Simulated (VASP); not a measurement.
Ni:

```
Ni
1.0
     2.49175    0.00000    0.00000
     1.24588    2.15792    0.00000
     1.24588    0.71931    2.03451
Ni
1
Cartesian
  0.0000 0.0000 0.0000
```

| Property | Result |
| --- | --- |
| Program | VASP 6.6.1 |
| Task | relaxation of cell and atoms |
| Functional | r2SCAN |
| Dispersion | rVV10 |
| Potentials or basis | VASP PAW PBE potentials, release 64 (Ni) |
| Cutoff | 600 eV |
| k mesh | 14 × 14 × 14 |
| Occupations | methfessel-paxton, width 0.1 eV |
| Spin | collinear spin, ferromagnetic start |
| Starting moments | [1.5] μB |

At the start: pressure -9.3 GPa; volume 10.94 Å³/atom.

Where does the relaxation end?

Over 3 steps the energy falls by 14.9 meV/atom and the volume is 10.45 Å³/atom (-4.4 %); space group Fm-3m (No. 225, to 0.1 Å) before and after; moment 0.75 μB per cell.

The path:
```
step  energy change (eV)  largest force (eV/Å)  pressure (GPa)  volume (Å³)
   1              0.0000                0.0000           -9.29        10.94
   2              0.0024                0.0000           11.86         9.97
   3             -0.0149                0.0000           -0.22        10.45
```

Final structure:
```
CELL_PARAMETERS angstrom
2.45435 0.00000 0.00000
1.22718 2.12553 0.00000
1.22718 0.70851 2.00397
ATOMIC_POSITIONS crystal
Ni 0.00000 0.00000 0.00000
```

Caveat: the PAW data sets were made with another functional, which shifts forces and pressure a little.
